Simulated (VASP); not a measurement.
Input of a VASP 6.6.1 run:

The input INCAR:

```
SYSTEM = H2C5
  ALGO = Normal
  EDIFF = 1E-6
  ENCUT = 520
  GGA = PE
  ISIF = 2
  ISMEAR = -1
  LASPH = .True.
  LCHARG = .False.
  LREAL = Auto
  LWAVE = .False.
  NBANDS = 122
  NELM = 80
  PREC = Accurate
  SIGMA = 0.02
```

File KPOINTS:

```
k-points
0
Gamma
  2 1 1
  0 0 0
```

Contents of POSCAR:

```
H2C5
1.0
    5.0487420000      0.0000000000      0.0000000000
    0.0000000000     10.0974850000      0.0000000000
    0.0000000000      0.0000000000     16.1647000000
H C
16 40
Direct
    0.4277897346      0.0000000000      0.0618631957
    0.0722160095      0.0000000000      0.0618631957
    0.9277954786      0.0000000000      0.0618631957
    0.5722217535      0.0000000000      0.0618631957
    0.4277897346      0.2500028472      0.0618631957
    0.0722160095      0.2500028472      0.0618631957
    0.9277954786      0.2500028472      0.0618631957
    0.5722217535      0.2500028472      0.0618631957
    0.4277897346      0.4999957910      0.0618631957
    0.0722160095      0.4999957910      0.0618631957
    0.9277954786      0.4999957910      0.0618631957
    0.5722217535      0.4999957910      0.0618631957
    0.4277897346      0.7499986383      0.0618631957
    0.0722160095      0.7499986383      0.0618631957
    0.9277954786      0.7499986383      0.0618631957
    0.5722217535      0.7499986383      0.0618631957
    0.2500028720      0.0000000000      0.1011277661
    0.7500086160      0.0000000000      0.1011277661
    0.2500028720      0.2500028472      0.1011277661
    0.7500086160      0.2500028472      0.1011277661
    0.2500028720      0.4999957910      0.1011277661
    0.7500086160      0.4999957910      0.1011277661
    0.2500028720      0.7499986383      0.1011277661
    0.7500086160      0.7499986383      0.1011277661
    0.2500028720      0.1250014236      0.1563406682
    0.7500086160      0.1250014236      0.1563406682
    0.2500028720      0.3750042709      0.1563406682
    0.7500086160      0.3750042709      0.1563406682
    0.2500028720      0.6249972147      0.1563406682
    0.7500086160      0.6249972147      0.1563406682
    0.2500028720      0.8750000619      0.1563406682
    0.7500086160      0.8750000619      0.1563406682
    0.0001782622      0.1309732077      0.2086831182
    0.4969950930      0.1321616224      0.2095615755
   -0.0106561199      0.3768859275      0.2170222769
    0.4892307826      0.3811741241      0.2209505899
   -0.0043377142      0.6282950656      0.2077056797
    0.4982033148      0.6254626771      0.2068148496
    0.0019014638      0.8820216123      0.2247180585
    0.5095130629      0.8722766115      0.2179625975
   -0.0083981317      0.0162317646      0.2733549030
    0.4957274505      0.0064174396      0.2698658187
    0.0031889132      0.2439221252      0.2699091230
    0.5063043427      0.2487946256      0.2735466789
    0.0034067893      0.5082552735      0.2760150204
    0.4972525829      0.5137021744      0.2714866345
    0.0119435693      0.7508008182      0.2740415844
    0.5091961522      0.7422739425      0.2715670566
    0.2490521401      0.0658579834      0.3125761691
    0.7493153740      0.0546076573      0.3164673641
    0.2473091317      0.1998814556      0.3152053549
    0.7450370805      0.1949198241      0.3117595749
    0.2505574656      0.5606940738      0.3138134330
    0.7471564204      0.5598423766      0.3141413079
    0.2596686462      0.7010854683      0.3136216571
    0.7621106406      0.6943412147      0.3126565912
```

Potentials or basis: VASP PAW PBE potentials, release 64 (H, C).

Command:

```bash
$ cat potpaw_PBE.64/H/POTCAR potpaw_PBE.64/C/POTCAR > POTCAR
$ mpirun -np 1 vasp_std > vasp.out
```

(1) Predict the largest force.

(2) What does it give for the band gap on the k mesh?

## Answers

(1) 8.931 eV/Å.

(2) 0.72 eV.

Caveat: the k points lie up to 0.62 Å⁻¹ apart; there is no dipole correction, which matters where the two faces differ.
